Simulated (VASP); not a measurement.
# MgO (Fm-3m) in VASP: further runs, part 2 of 2

VASP 6.6.1.

## (3) Single point, PBE

This run uses another cell than the first one, of 10.37 Å³/atom.

Input file INCAR:

```
PREC = Accurate
ENCUT = 840
EDIFF = 1E-6
ISMEAR = 0
SIGMA = 0.05
LREAL = F
LASPH = T
NELM = 120
ALGO = Normal
ISIF = 2
LWAVE = F
LCHARG = F
GGA = PE
NBANDS = 15
GGA_COMPAT = F
```

Input file KPOINTS:

```
regular mesh
0
Gamma
  10 10 10
```

Input file POSCAR:

```
MgO
1.0
    0.0000000000      2.1803991440      2.1803991440
    2.1803991440      0.0000000000      2.1803991440
    2.1803991440      2.1803991440      0.0000000000
Mg O
1 1
Direct
    0.0000000000      0.0000000000      0.0000000000
    0.5000000000      0.5000000000      0.5000000000
```

Potentials or basis: VASP PAW PBE potentials, release 64 (Mg_sv, O).

Run with:

```
$ cat potpaw_PBE.64/Mg_sv/POTCAR potpaw_PBE.64/O/POTCAR > POTCAR
$ mpirun -np 1 vasp_std > vasp.out
```

OUTCAR:

```text
PREC = Accurate
   ENCUT = 840
   EDIFF = 1E-6
   ISMEAR = 0
   LREAL = F
   LASPH = T
   NELM = 120
   ISIF = 2
   GGA = PE

 ion  position               nearest neighbor table
   1  0.000  0.000  0.000-
   2  0.500  0.500  0.500-

  LATTYP: Found a face centered cubic cell.
 ALAT       =     4.3607982880

  Lattice vectors:

 A1 = (   0.0000000000,   2.1803991440,   2.1803991440)
 A2 = (   2.1803991440,   0.0000000000,   2.1803991440)
 A3 = (   2.1803991440,   2.1803991440,   0.0000000000)

Analysis of symmetry for initial positions (statically):
=====================================================================
 Subroutine PRICEL returns:
 Original cell was already a primitive cell.

 Routine SETGRP: Setting up the symmetry group for a
 face centered cubic supercell.

 Subroutine GETGRP returns: Found 48 space group operations
 (whereof 48 operations were pure point group operations)
 out of a pool of 48 trial point group operations.

The static configuration has the point symmetry O_h .

Analysis of symmetry for dynamics (positions and initial velocities):
=====================================================================
 Subroutine PRICEL returns:
 Original cell was already a primitive cell.

 Routine SETGRP: Setting up the symmetry group for a
 face centered cubic supercell.

 Subroutine GETGRP returns: Found 48 space group operations
 (whereof 48 operations were pure point group operations)
 out of a pool of 48 trial point group operations.

The dynamic configuration has the point symmetry O_h .

 Subroutine INISYM returns: Found 48 space group operations
 (whereof 48 operations are pure point group operations),
 and found     1 'primitive' translations

----------------------------------------------------------------------------------------

                                     Primitive cell

  volume of cell :      20.7318

  direct lattice vectors                    reciprocal lattice vectors
     0.000000000  2.180399144  2.180399144    -0.229315812  0.229315812  0.229315812
     2.180399144  0.000000000  2.180399144     0.229315812 -0.229315812  0.229315812
     2.180399144  2.180399144  0.000000000     0.229315812  0.229315812 -0.229315812

  length of vectors
     3.083550041  3.083550041  3.083550041     0.397186637  0.397186637  0.397186637

  position of ions in fractional coordinates (direct lattice)
     0.000000000  0.000000000  0.000000000
     0.500000000  0.500000000  0.500000000

  ion indices of the primitive-cell ions
   primitive index   ion index
                 1           1
                 2           2

----------------------------------------------------------------------------------------

 KPOINTS: regular mesh

Automatic generation of k-mesh.
 Grid dimensions read from file:
 generate k-points for:   10   10   10

 Generating k-lattice:

  Cartesian coordinates                     Fractional coordinates (reciprocal lattice)
    -0.022931581  0.022931581  0.022931581     0.100000000  0.000000000  0.000000000
[... 38 lines left out ...]
  0.300000  0.300000  0.000000      6.000000
  0.400000  0.300000  0.000000     24.000000
 [... further k-points ...]
   k-points           NKPTS =     47   k-points in BZ     NKDIM =     47   number of bands    NBANDS=     15
   number of dos      NEDOS =    301   number of ions     NIONS =      2
   total plane-waves  NPLWV =  27000
   dimension x,y,z NGX =    30 NGY =   30 NGZ =   30
   dimension x,y,z NGXF=    60 NGYF=   60 NGZF=   60
   ions per type =               1   1
   NGX,Y,Z   is equivalent  to a cutoff of  16.17, 16.17, 16.17 a.u.
   NGXF,Y,Z  is equivalent  to a cutoff of  32.35, 32.35, 32.35 a.u.
 SYSTEM =  unknown system
   PREC   = accura    normal or accurate (medium, high low for compatibility)
   ISTART =      0    job   : 0-new  1-cont  2-samecut
   ICHARG =      2    charge: 1-file 2-atom 10-const
   ISPIN  =      1    spin polarized calculation?
   LNONCOLLINEAR =      F non collinear calculations
   LSORBIT =      F    spin-orbit coupling
   LASPH  =      T    aspherical Exc in radial PAW
   ENCUT  =  840.0 eV  61.74 Ry    7.86 a.u.   7.29  7.29  7.29*2*pi/ulx,y,z
   NELM   =    120;   NELMIN=  2; NELMDL= -5     # of ELM steps
   EDIFF  = 0.1E-05   stopping-criterion for ELM
   LREAL  =      F    real-space projection
   EDIFFG = 0.1E-04   stopping-criterion for IOM
   NSW    =      0    number of steps for IOM
   IBRION =     -1    ionic relax: 0-MD 1-quasi-New 2-CG
   NFREE  =      0    steps in history (QN), initial steepest desc. (CG)
   ISIF   =      2    stress and relaxation
   ISYM   =      2    0-nonsym 1-usesym 2-fastsym
   POTIM  = 0.5000    time-step for ionic-motion
   TEBEG  =    0.0;   TEEND  =   0.0 temperature during run
   PSTRESS=    0.0 pullay stress
   NELECT =      16.0000    total number of electrons
   NUPDOWN=      -1.0000    fix difference up-down
   EMIN   =  10.00;   EMAX   =-10.00  energy-range for DOS
   EFERMI =   0.00;   METHOD = LEGACY
   ISMEAR =     0;   SIGMA  =   0.05  broadening in eV -4-tet -1-fermi 0-gaus
   EFERMI_NEDOS =   21; number of points for ismear=-14 and -15
   IALGO  =     38    algorithm
   IMIX   =      4    mixing-type and parameters
     AMIX     =   0.40;   BMIX     =  1.00
     AMIX_MAG =   1.60;   BMIX_MAG =  1.00
  volume/ion in A,a.u.               =      10.37        69.95
  Fermi-wavevector in a.u.,A,eV,Ry     =   1.501650  2.837708 30.680509  2.254954
  Thomas-Fermi vector in A             =   2.612993
   LORBIT       =      0    0 simple, 1 ext, 2 COOP (PROOUT), +10 PAW based schemes
   GGA     = PE    functional components
   LHFCALC =     F    Hartree Fock is set to
   AEXX    =    0.0000 exact exchange contribution
   IVDW    =     0    specifies the selected vdW correction
   LEPSILON=     F    determine dielectric tensor
   LRPA    =     F    only Hartree local field effects (RPA)
 non-spin polarized calculation
 Gauss-broadening in eV      SIGMA  =   0.05
  energy-cutoff  :      840.00
  volume of cell :       20.73
 maximum number of plane-waves:      1167
 NGX is ok and might be reduce to    30
   NGX = 15   NGY = 15   NGZ = 15

 number of electron      16.0000008 magnetization

 Free energy of the ion-electron system (eV)
  ---------------------------------------------------
  ext. energy  EPLUGINS =         0.00000000
  ---------------------------------------------------
  free energy    TOTEN  =       -11.84213468 eV

  energy without entropy =      -11.84213468  energy(sigma->0) =      -11.84213468

 E-fermi :   2.4699     XC(G=0): -10.8787

 val. band max:        2.2083532037   @ k =   0.0000   0.0000   0.0000
 cond. band min:       6.0022189450   @ k =   0.0000   0.0000   0.0000
 fundamental gap:      3.7938657413
 Fermi energy:         2.4698861807

 k-point     1 :       0.0000    0.0000    0.0000
  band No.  band energies     occupation
      1     -70.4382      2.00000
      2     -37.1735      2.00000
      3     -37.1735      2.00000
      4     -37.1735      2.00000
      5     -14.5445      2.00000
      6       2.2084      2.00000
      7       2.2084      2.00000
      8       2.2084      2.00000
      9       6.0022      0.00000
     10      17.4191      0.00000
     11      17.4191      0.00000
     12      17.4191      0.00000
     13      21.0666      0.00000
     14      22.7323      0.00000
[... 401 lines left out ...]
      2     -37.2133      2.00000
      3     -37.1898      2.00000
      4     -37.1882      2.00000
      5     -13.5286      2.00000
      6      -1.0278      2.00000
      7       1.0544      2.00000
      8       1.2476      2.00000
      9      10.7769      0.00000
     10      12.0827      0.00000
     11      14.7604      0.00000
     12      19.0730      0.00000
     13      19.2630      0.00000
     14      25.8400      0.00000
     15      27.1849      0.00000

 [... further k-points ...]

------------------------ aborting loop because EDIFF is reached ----------------------------------------

  FORCE on cell =-STRESS in cart. coord.  units (eV):
  Direction    XX          YY          ZZ          XY          YZ          ZX
  --------------------------------------------------------------------------------------
  -------------------------------------------------------------------------------------
  Total       -1.2419354     -1.2419354     -1.2419354     -0.0000000      0.0000000     -0.0000000
  in kB      -95.9779751    -95.9779751    -95.9779751     -0.0000000      0.0000000     -0.0000000
  external PRESSURE =     -95.9779751 kB  Pullay stress =       0.0000000 kB

 VOLUME and BASIS-vectors are now :
 -----------------------------------------------------------------------------
  energy-cutoff  :      840.00
  volume of cell :       20.73
      direct lattice vectors                 reciprocal lattice vectors
     0.000000000  2.180399144  2.180399144    -0.229315812  0.229315812  0.229315812
     2.180399144  0.000000000  2.180399144     0.229315812 -0.229315812  0.229315812
     2.180399144  2.180399144  0.000000000     0.229315812  0.229315812 -0.229315812

 POSITION                                       TOTAL-FORCE (eV/Angst)
 -----------------------------------------------------------------------------------
      0.00000      0.00000      0.00000        -0.000000      0.000000     -0.000000
      2.18040      2.18040      2.18040         0.000000     -0.000000      0.000000
 -----------------------------------------------------------------------------------
    total drift:                                0.000000      0.000000      0.000000

  FREE ENERGIE OF THE ION-ELECTRON SYSTEM (eV)
  ---------------------------------------------------
  free  energy   TOTEN  =       -11.8421346770 eV

  energy  without entropy=      -11.8421346770  energy(sigma->0) =      -11.84213468
```

OSZICAR:

```text
N       E                     dE             d eps       ncg     rms          rms(c)
DAV:   1     0.161760325489E+03    0.16176E+03   -0.13249E+04  1410   0.174E+03
DAV:   2    -0.727146803636E+01   -0.16903E+03   -0.15941E+03  1655   0.434E+02
DAV:   3    -0.133445541926E+02   -0.60731E+01   -0.60395E+01  1884   0.780E+01
DAV:   4    -0.134358344934E+02   -0.91280E-01   -0.91271E-01  1529   0.953E+00
DAV:   5    -0.134375865018E+02   -0.17520E-02   -0.17520E-02  1839   0.109E+00    0.865E+00
DAV:   6    -0.118738459866E+02    0.15637E+01   -0.27682E+00  1494   0.147E+01    0.303E+00
DAV:   7    -0.118548156102E+02    0.19030E-01   -0.13485E-01  1655   0.337E+00    0.179E+00
DAV:   8    -0.118430432542E+02    0.11772E-01   -0.43666E-02  1746   0.234E+00    0.343E-01
DAV:   9    -0.118419099391E+02    0.11333E-02   -0.39274E-03  1578   0.561E-01    0.104E-01
DAV:  10    -0.118421470568E+02   -0.23712E-03   -0.30713E-04  1690   0.200E-01    0.544E-02
DAV:  11    -0.118421345551E+02    0.12502E-04   -0.30491E-05  1753   0.625E-02    0.512E-03
DAV:  12    -0.118421346770E+02   -0.12185E-06   -0.82875E-07  1307   0.138E-02
   1 F= -.11842135E+02 E0= -.11842135E+02  d E =-.110996E-15
```

stdout:

```text
POSCAR found type information on POSCAR MgO
 POSCAR found :  2 types and       2 ions
 scaLAPACK will be used
 LDA part: xc-table for (Slater+PW92), standard interpolation
 POSCAR, INCAR and KPOINTS ok, starting setup
 FFT: planning ... GRIDC
 FFT: planning ... GRID_SOFT
 FFT: planning ... GRID
 WAVECAR not read
 entering main loop
```

Wall time 22 s (1 thread of AMD EPYC 7R13 (Zen 3), shared host); peak memory 0.14 GiB.

What came out:

- Free energy: -11.8421 eV
- Pressure: -9.6 GPa
- Band gap on the k mesh: 3.79 eV

Caveat: the cell stands under tension.
